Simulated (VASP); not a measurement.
# Si4Mo2N in VASP: relaxation of the atoms with PBE

Aim: the relaxation of the atoms of Si4Mo2N with PBE.

Program: VASP 6.6.1. These are calculated values, not measurements. Logs are shortened: lines on timing, memory, paths and dates and some standing lists are left out, and cuts for length are marked.

**1. The cell of the first run**

The cell holds a slab with vacuum, 7 atoms: a = 3.217 Å, b = 3.217 Å, c = 21.879 Å, α = 90.00°, β = 90.00°, γ = 90.00°.

**2. Relaxation of the atoms, PBE**

Input file INCAR:

```
ALGO = Fast ; DIPOL = 0.5 0.5 0.358
EDIFF = 1E-6 ; EDIFFG = -0.025
ENCUT = 520 ; GGA = PE
IBRION = 2 ; IDIPOL = 3
ISIF = 2 ; ISMEAR = 0
LASPH = True ; LCHARG = False
LDIPOL = True ; LREAL = False
LWAVE = False ; NELM = 80
NSW = 36 ; PREC = Accurate
SIGMA = 0.1
```

Input file KPOINTS:

```
k-points
0
Gamma
  8 8 1
```

Input file POSCAR:

```
Si4Mo2N
1.0
    3.2169717285      0.0000000000      0.0000000000
    0.0000000000      3.2169717285      0.0000000000
    0.0000000000      0.0000000000     21.8787970046
Si Mo N
4 2 1
Selective dynamics
Direct
    0.0000000000      0.0000000000      0.1828254085  F F F
    0.0000000000      0.0000000000      0.3015081460  F F F
    0.5000000000      0.5000000000      0.3593659936  F F F
    0.5000000000      0.5000000000      0.4743769505  F F F
    0.5000000000      0.5000000000      0.2421667772  F F F
    0.0000000000      0.0000000000      0.4192862006  F F F
    0.5000000000      0.8750000000      0.5283616372  F F T
```

Potentials or basis: VASP PAW PBE potentials, release 64 (Si, Mo_sv, N).

On the command line:

```sh
cat potpaw_PBE.64/Si/POTCAR potpaw_PBE.64/Mo_sv/POTCAR potpaw_PBE.64/N/POTCAR > POTCAR
mpirun -np 1 vasp_std > vasp.out
```

OUTCAR:

```text
EDIFF = 1E-6
   EDIFFG = -0.025
   ENCUT = 520
   GGA = PE
   IBRION = 2
   ISIF = 2
   ISMEAR = 0
   LASPH = True
   LREAL = False
   NELM = 80
   NSW = 36
   PREC = Accurate

 ion  position               nearest neighbor table
   1  0.000  0.000  0.183-   2 2.60   5 2.62   5 2.62   5 2.62   5 2.62
   2  0.000  0.000  0.302-   6 2.58   1 2.60   3 2.60   3 2.60   3 2.60   3 2.60   5 2.62   5 2.62
                             5 2.62   5 2.62
   3  0.500  0.500  0.359-   4 2.52   5 2.56   2 2.60   2 2.60   2 2.60   2 2.60   6 2.63   6 2.63
                             6 2.63   6 2.63
   4  0.500  0.500  0.474-   7 1.69   7 2.33   3 2.52   6 2.57   6 2.57   6 2.57   6 2.57
   5  0.500  0.500  0.242-   3 2.56   1 2.62   1 2.62   1 2.62   1 2.62   2 2.62   2 2.62   2 2.62
                             2 2.62
   6  0.000  0.000  0.419-   4 2.57   4 2.57   4 2.57   4 2.57   2 2.58   3 2.63   3 2.63   3 2.63
                             3 2.63
   7  0.500  0.875  0.528-   4 1.69   4 2.33

  LATTYP: Found a simple tetragonal cell.
 ALAT       =     3.2169717285
 C/A-ratio  =     6.8010535532

  Lattice vectors:

 A1 = (   3.2169717285,   0.0000000000,   0.0000000000)
 A2 = (   0.0000000000,   3.2169717285,   0.0000000000)
 A3 = (   0.0000000000,   0.0000000000,  21.8787970046)

Analysis of symmetry for initial positions (statically):
=====================================================================
 Subroutine PRICEL returns:
 Original cell was already a primitive cell.

 Routine SETGRP: Setting up the symmetry group for a
 simple tetragonal supercell.

 Subroutine GETGRP returns: Found  2 space group operations
 (whereof  2 operations were pure point group operations)
 out of a pool of 16 trial point group operations.

The static configuration has the point symmetry C_1h.

Analysis of symmetry for dynamics (positions and initial velocities):
=====================================================================
 Subroutine PRICEL returns:
 Original cell was already a primitive cell.

 Routine SETGRP: Setting up the symmetry group for a
 simple tetragonal supercell.

 Subroutine GETGRP returns: Found  2 space group operations
 (whereof  2 operations were pure point group operations)
 out of a pool of 16 trial point group operations.

The dynamic configuration has the point symmetry C_1h.

Analysis of constrained symmetry for selective dynamics:
=====================================================================
 Subroutine PRICEL returns:
[... 135 lines left out ...]
   IALGO  =     68    algorithm
   IMIX   =      4    mixing-type and parameters
     AMIX     =   0.40;   BMIX     =  1.00
     AMIX_MAG =   1.60;   BMIX_MAG =  1.00
  volume/ion in A,a.u.               =      32.35       218.28
  Fermi-wavevector in a.u.,A,eV,Ry     =   0.982881  1.857376 13.143974  0.966055
  Thomas-Fermi vector in A             =   2.113997
   LORBIT       =      0    0 simple, 1 ext, 2 COOP (PROOUT), +10 PAW based schemes
   GGA     = PE    functional components
   LHFCALC =     F    Hartree Fock is set to
   AEXX    =    0.0000 exact exchange contribution
   IVDW    =     0    specifies the selected vdW correction
   LEPSILON=     F    determine dielectric tensor
   LRPA    =     F    only Hartree local field effects (RPA)
 conjugate gradient relaxation of ions
 non-spin polarized calculation
 RMM-DIIS sequential band-by-band and
 Gauss-broadening in eV      SIGMA  =   0.10
  energy-cutoff  :      520.00
  volume of cell :      226.42
 maximum number of plane-waves:      6156
   NGX = 11   NGY = 11   NGZ = 81

 dipolmoment           0.000000      0.000000     -0.021187 electrons x Angstroem

--------------------------------------- Ionic step        1  -------------------------------------------

 number of electron      49.0000005 magnetization

 Free energy of the ion-electron system (eV)
  ---------------------------------------------------
  ext. energy  EPLUGINS =         0.00000000
  ---------------------------------------------------
  free energy    TOTEN  =       -50.58669716 eV

  energy without entropy =      -50.56966204  energy(sigma->0) =      -50.57817960

------------------------ aborting loop because EDIFF is reached ----------------------------------------

  FORCE on cell =-STRESS in cart. coord.  units (eV):
  Direction    XX          YY          ZZ          XY          YZ          ZX
  --------------------------------------------------------------------------------------
  -------------------------------------------------------------------------------------
  Total       -0.1703662     -1.9812596     -2.6556072      0.0000000      2.6186836      0.0000000
  in kB       -1.2055243    -14.0195487    -18.7912858      0.0000000     18.5300114      0.0000000
  external PRESSURE =     -11.3387863 kB  Pullay stress =       0.0000000 kB
[... 69 lines left out ...]
--------------------------------------- Ionic step        3  -------------------------------------------

 number of electron      49.0000005 magnetization

 dipolmoment           0.000000      0.000000      0.143310 electrons x Angstroem

 Free energy of the ion-electron system (eV)
  ---------------------------------------------------
  ext. energy  EPLUGINS =         0.00000000
  ---------------------------------------------------
  free energy    TOTEN  =       -50.72122599 eV

  energy without entropy =      -50.70402891  energy(sigma->0) =      -50.71262745

 E-fermi :   0.9275     XC(G=0):  -5.6776

 val. band max:        0.8920192473   @ k =   0.2500   0.2500   0.0000
 cond. band min:       0.9577631731   @ k =  -0.1250   0.2500   0.0000
 fundamental gap:      0.0657439259
 Fermi energy:         0.9275033891

 k-point     1 :       0.0000    0.0000    0.0000
  band No.  band energies     occupation
      1     -59.8713      2.00000
      2     -59.6106      2.00000
      3     -34.0556      2.00000
      4     -33.9848      2.00000
      5     -33.8762      2.00000
      6     -33.7650      2.00000
[... 757 lines left out ...]
     28       3.1925      0.00000
     29       3.2540      0.00000

 [... further k-points ...]

------------------------ aborting loop because EDIFF is reached ----------------------------------------

 vacuum level on the upper side and lower side of the slab       (xc-potential included)         1.072        -1.285

  FORCE on cell =-STRESS in cart. coord.  units (eV):
  Direction    XX          YY          ZZ          XY          YZ          ZX
  --------------------------------------------------------------------------------------
  -------------------------------------------------------------------------------------
  Total       -0.0273471      0.3935502     -0.1814768      0.0000000      4.6996947      0.0000000
  in kB       -0.1935102      2.7847919     -1.2841443      0.0000000     33.2554096      0.0000000
  external PRESSURE =       0.4357125 kB  Pullay stress =       0.0000000 kB
[... 22 lines left out ...]
  FREE ENERGIE OF THE ION-ELECTRON SYSTEM (eV)
  ---------------------------------------------------
  free  energy   TOTEN  =       -50.7212259861 eV

  energy  without entropy=      -50.7040289061  energy(sigma->0) =      -50.71262745

 reached required accuracy - stopping structural energy minimisation

 vacuum level on the upper side and lower side of the slab         7.801         5.347
```

CONTCAR:

```text
Si4Mo2N
   1.00000000000000
     3.2169717284999999    0.0000000000000000    0.0000000000000000
     0.0000000000000000    3.2169717284999999    0.0000000000000000
     0.0000000000000000    0.0000000000000000   21.8787970045999991
  Si              Mo              N
     4     2     1
Selective dynamics
Direct
     0.0000000000000000    0.0000000000000000    0.1828254085000012   F   F   F
     0.0000000000000000    0.0000000000000000    0.3015081460000033   F   F   F
     0.5000000000000000    0.5000000000000000    0.3593659936000009   F   F   F
     0.5000000000000000    0.5000000000000000    0.4743769505000017   F   F   F
     0.5000000000000000    0.5000000000000000    0.2421667771999978   F   F   F
     0.0000000000000000    0.0000000000000000    0.4192862005999984   F   F   F
     0.5000000000000000    0.8750000000000000    0.5224643089817229   F   F   T

  0.00000000E+00  0.00000000E+00  0.00000000E+00
  0.00000000E+00  0.00000000E+00  0.00000000E+00
  0.00000000E+00  0.00000000E+00  0.00000000E+00
  0.00000000E+00  0.00000000E+00  0.00000000E+00
  0.00000000E+00  0.00000000E+00  0.00000000E+00
  0.00000000E+00  0.00000000E+00  0.00000000E+00
  0.00000000E+00  0.00000000E+00  0.00000000E+00
```

Wall time 9.7 min (1 thread of Oxide Virtual Turin-like, shared host); peak memory 0.37 GiB.

What came out:

- Free energy: -50.7212 eV
- Energy gained by relaxing: 19.2 meV/atom
- Ionic steps: 3
- Band gap on the k mesh: zero (an odd number of electrons rules out a gap without spin polarisation)

Step by step:
```csv
step,energy change (eV),largest force on free atoms (eV/Å),pressure (GPa)
1,0.0000,1.9881,-1.13
2,-0.1251,0.5659,-0.29
3,-0.1345,0.0001,0.04
```

Final structure:
```xyz
7
Lattice="3.2170 0.0000 0.0000 0.0000 3.2170 0.0000 0.0000 0.0000 21.8788" Properties=species:S:1:pos:R:3 pbc="T T T"
Si    0.0000    0.0000    4.0000
Si    0.0000    0.0000    6.5966
Si    1.6085    1.6085    7.8625
Si    1.6085    1.6085   10.3788
Mo    1.6085    1.6085    5.2983
Mo    0.0000    0.0000    9.1735
N     1.6085    2.8148   11.4309
```

Levels at points of the mesh, in eV from the Fermi level:
| k point | band 22 | band 23 | band 24 | band 25 | band 26 | band 27 |
| --- | --- | --- | --- | --- | --- | --- |
| (0.00, 0.00, 0.00) | -0.63 | -0.15 | -0.05 | 0.30 | 0.67 | 1.00 |
| (0.50, 0.00, 0.00) | -1.77 | -0.44 | -0.30 | -0.22 | -0.16 | 1.54 |
| (0.00, 0.50, 0.00) | -1.76 | -1.35 | -0.24 | -0.22 | 0.38 | 1.96 |
| (0.50, 0.50, 0.00) | -1.73 | -1.68 | -1.38 | 0.47 | 1.47 | 1.78 |

The gap in the log of VASP goes by the Fermi energy; the results here count the filled bands.